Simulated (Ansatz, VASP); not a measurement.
## SnO2: VASP beside Ansatz

The input INCAR:

```
  ALGO = Normal
  EDIFF = 1E-7
  ENCUT = 520
  GGA = PE
  ISIF = 2
  ISMEAR = 0
  IVDW = 12
  LASPH = T
  LCHARG = F
  LREAL = F
  LWAVE = F
  NBANDS = 35
  NELM = 80
  PREC = Accurate
  SIGMA = 0.05
```

The input KPOINTS:

```
k-points
0
Gamma
  12 12 4
```

POSCAR

```
SnO2
1.0
    3.1895628656      0.0000000000      0.0000000000
   -1.5947814328      2.7622424686      0.0000000000
    0.0000000000      0.0000000000     10.6831218619
Sn O
2 4
Direct
    0.0000000000      0.0000000000      0.5000000000
    0.0000000000      0.0000000000      0.0000000000
    0.6666666667      0.3333333333      0.4017901367
    0.6666666667      0.3333333333      0.0982098633
    0.3333333333      0.6666666667      0.5982098633
    0.3333333333      0.6666666667      0.9017901367
```

Input for Ansatz:

```yaml
crystal:
  lattice:
    - [3.1895628656, 0.0, 0.0]
    - [-1.5947814328, 2.7622424686, 0.0]
    - [0.0, 0.0, 10.6831218619]
  atoms:
    - { symbol: Sn, position: [0.0, 0.0, 0.5] }
    - { symbol: Sn, position: [0.0, 0.0, 0.0] }
    - { symbol: O, position: [0.6666666667, 0.3333333333, 0.4017901367] }
    - { symbol: O, position: [0.6666666667, 0.3333333333, 0.0982098633] }
    - { symbol: O, position: [0.3333333333, 0.6666666667, 0.5982098633] }
    - { symbol: O, position: [0.3333333333, 0.6666666667, 0.9017901367] }
basis:
  ecutwfc: 520.0
kpoints:
  mp_grid: { grid: [12, 12, 4] }
hamiltonian:
  xc: pbe
  dispersion: d3bj
scf:
  occupations: { method: gaussian, width: 0.05 }
output:
  forces: true
  stress: true
  eigenvalues: true
```

Alike in both runs: task single point; functional PBE; dispersion D3(BJ); k mesh 12 × 12 × 4; occupations gaussian, width 0.05 eV; no spin polarisation.

|  | VASP | Ansatz |
| --- | --- | --- |
| version | VASP 6.6.1 | Ansatz 0.2.0 |
| potentials or method | VASP PAW PBE potentials, release 64 (Sn_d, O), cutoff 520 eV | scalar-relativistic, plane waves, PAW |
| valence electrons in the cell | 52 | 52 |

```tsv
	VASP	Ansatz	Ansatz less VASP
gap on the k mesh at the Fermi level (eV)	2.23	2.26	+0.027
least direct gap on the mesh (eV)	2.58	2.60	+0.022
pressure (GPa)	0.0	-0.5	-0.56
traceless stress, the component that is largest in VASP (GPa)	-2.56	-2.24	+0.316
rms of the force components (eV/Å)	0.120	0.147	+0.0269
```

Atom by atom the forces differ by 0.027 eV/Å (rms over components).
